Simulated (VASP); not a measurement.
Here is a VASP 6.6.1 calculation.

POSCAR

```
TaN
1.0
    5.1850002000      0.0000000000      0.0000000000
   -2.5925001000      4.4903418900      0.0000000000
    0.0000000000      0.0000000000      2.9080005300
Ta N
3 3
Direct
    0.0000000000      0.0000000000      0.0000000000
    0.3333333333      0.6666666667      0.5000000000
    0.6666666667      0.3333333333      0.5000000000
    0.5000000000      0.0000000000      0.0000000000
    0.5000000000      0.5000000000      0.0000000000
    0.0000000000      0.5000000000      0.0000000000
```

File INCAR.step1:

```
ALGO     = Normal         # electronic algorithm
EDIFF    = 1E-4           # SCF threshold, eV
ENCUT    = 520            # plane-wave cutoff, eV
GGA      = PE             # functional
ISMEAR   = 0              # smearing method
ISPIN    = 2              # spin polarisation
LASPH    = T              # aspherical terms in the spheres
LCHARG   = F              # write CHGCAR
LDAU     = T              # DFT+U
LDAUJ    = 0.9 0        
LDAUL    = 2 -1           # shell
LDAUTYPE = 1            
LDAUU    = 4 0            # U, eV
LMAXMIX  = 4              # l up to which the mixer works
LREAL    = F              # projectors in reciprocal space
LWAVE    = T              # write WAVECAR
MAGMOM   = 2 2 2 0 0 0    # initial moments
NBANDS   = 37             # bands
NELM     = 150            # most SCF steps
PREC     = Accurate       # precision mode
SIGMA    = 0.05           # smearing width, eV
```

Contents of INCAR.step2:

```
ALGO     = Normal         # electronic algorithm
EDIFF    = 1E-6           # SCF threshold, eV
ENCUT    = 520            # plane-wave cutoff, eV
ISIF     = 2              # what is computed and relaxed
ISMEAR   = 0              # smearing method
ISPIN    = 2              # spin polarisation
ISTART   = 1            
LASPH    = T              # aspherical terms in the spheres
LCHARG   = T              # write CHGCAR
LDAU     = T              # DFT+U
LDAUJ    = 0.9 0        
LDAUL    = 2 -1           # shell
LDAUPRINT= 1            
LDAUTYPE = 1            
LDAUU    = 4 0            # U, eV
LELF     = T              # ELF
LMAXMIX  = 4              # l up to which the mixer works
LMIXTAU  = T            
LORBIT   = 11             # projections on sites
LREAL    = F              # projectors in reciprocal space
LVHAR    = T            
LWAVE    = F              # write WAVECAR
MAGMOM   = 2 2 2 0 0 0    # initial moments
METAGGA  = R2SCAN         # meta-GGA
NBANDS   = 37             # bands
NELM     = 150            # most SCF steps
PREC     = Accurate       # precision mode
SIGMA    = 0.05           # smearing width, eV
```

Contents of KPOINTS:

```
k-points
0
Gamma
  4 4 7
```

Potentials or basis: VASP PAW PBE potentials, release 64 (Ta_pv, N).

Launch:

```sh
$ cat potpaw_PBE.64/Ta_pv/POTCAR potpaw_PBE.64/N/POTCAR > POTCAR
$ cp INCAR.step1 INCAR
$ mpirun -np 1 vasp_std > vasp.out
$ cp INCAR.step2 INCAR
$ mpirun -np 1 vasp_std > vasp.out
```

Question: What does it give for the net moment?

Answer: 0.00 μB per cell.

Question: What does it give for the band gap on the k mesh?

Answer: Zero (filled and empty bands overlap).

Question: Estimate the pressure.

Answer: 16.9 GPa.

Stress tensor (GPa, compression positive):
```
16.35  0.00  0.00
 0.00 16.35  0.00
 0.00  0.00 17.91
```

Caveat: the cell stands under pressure; the PAW data sets were made with another functional, which shifts forces and pressure a little; spin-orbit coupling is left out, which moves the levels of the heavy elements.
